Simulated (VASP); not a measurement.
**W9C8: single point with PBEsol**

W9C8, a slab with vacuum:

```xyz
17
Lattice="5.7920 0.0000 0.0000 -2.8960 5.0160 0.0000 0.0000 0.0000 17.2584" Properties=species:S:1:pos:R:3 pbc="T T T"
W     0.0000    0.0000    1.0000
W     0.0359   -0.0102    3.9052
W    -1.4480    2.5080    1.0000
W    -1.4638    2.5172    3.7932
W     2.8960    0.0000    1.0000
W     2.8976   -0.0008    3.6844
W     1.4480    2.5080    1.0000
W     1.4748    2.4821    3.9052
W     0.6660    4.6315    6.1817
C     1.4449    0.8378    2.3248
C     1.6465    0.7214    5.1726
C     0.0020    3.3280    2.3014
C    -0.1195    3.3834    5.0565
C     4.3589    0.8423    2.3014
C     4.2502    0.9199    5.0566
C     2.8826    3.3518    2.3536
C     2.8520    3.3695    5.0710
```

- Program: VASP 6.6.1
- Task: single point
- Functional: PBEsol
- Potentials or basis: VASP PAW PBE potentials, release 64 (W_sv, C)
- Cutoff: 520 eV
- k mesh: 4 × 4 × 1
- Occupations: gaussian, width 0.05 eV
- Spin: no spin polarisation

The largest force is 1.232 eV/Å. The band gap on the k mesh is zero (band 79 reaches 1.76 eV, above the bottom of band 80 at 1.32 eV).

Forces in eV/Å, atoms in the order of the input:
```
W    0.046  0.045  0.638
W   -0.007  0.049  0.017
W   -0.123  0.071 -0.203
W   -0.025  0.015 -0.037
W   -0.049  0.028 -1.231
W   -0.055  0.032 -0.037
W   -0.016 -0.062  0.638
W   -0.046 -0.019  0.018
W    0.597 -0.344  0.134
C   -0.003  0.002 -0.014
C   -0.026  0.015  0.006
C   -0.014 -0.003 -0.008
C   -0.153 -0.056 -0.034
C   -0.005  0.013 -0.007
C   -0.028  0.161 -0.034
C   -0.012  0.007 -0.009
C   -0.081  0.047  0.163
```

Levels at points of the mesh, in eV from the Fermi level:
| k point | band 76 | band 77 | band 78 | band 79 | band 80 | band 81 | band 82 | band 83 |
| --- | --- | --- | --- | --- | --- | --- | --- | --- |
| (0.00, 0.00, 0.00) | -0.18 | 0.08 | 0.17 | 0.35 | 0.49 | 0.56 | 0.61 | 1.06 |
| (0.50, 0.00, 0.00) | -1.05 | -0.96 | -0.72 | -0.38 | 0.01 | 0.39 | 0.77 | 0.93 |
| (0.00, 0.50, 0.00) | -1.05 | -0.96 | -0.72 | -0.38 | 0.01 | 0.39 | 0.77 | 0.93 |
| (0.50, 0.50, 0.00) | -0.94 | -0.88 | -0.67 | -0.59 | -0.09 | 0.66 | 0.91 | 1.00 |

It took 13 min on 1 thread of Intel(R) Xeon(R) 6975P-C (Granite Rapids), with other jobs on the host, peak memory 0.75 GiB.

Caveat: the PAW data sets were made with another functional, which shifts forces and pressure a little; spin-orbit coupling is left out, which moves the levels of the heavy elements.
